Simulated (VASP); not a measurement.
Runs of VASP 6.6.1 on CuAs. The structure is that of space group P6_3/mmc (No. 194), or close to it. The cells are those of the table. 

```tsv
cell	gap on the mesh (eV)	pressure (GPa)
a = 3.602, b = 3.602, c = 4.920 Å, angles 90.0, 90.0, 120.0°, 4 atoms	none	(b)
a = 3.530, b = 3.530, c = 5.123 Å, angles 90.0, 90.0, 120.0°, 4 atoms	none	14.3
a = 3.787, b = 3.787, c = 4.581 Å, angles 90.0, 90.0, 120.0°, 4 atoms	none	9.1
a = 3.564, b = 3.564, c = 5.172 Å, angles 90.0, 90.0, 120.0°, 4 atoms	none	(a)
a = 4.120, b = 4.120, c = 4.415 Å, angles 90.0, 90.0, 120.0°, 4 atoms	none	-4.9
```

Alike in all rows: task single point; level LDA; potentials or basis VASP PAW LDA potentials, release 64 (Cu, As); no spin polarisation; k mesh 15 × 15 × 10; cutoff (eV) 520; smearing gaussian 0.15 eV.

Task: Fill in the values left out.

Result: (a) 9.2; (b) 13.8.

A k mesh can miss the band edges, and the runs leave out spin-orbit coupling on As.

A gap of «none» marks levels without a gap at the run's occupations.
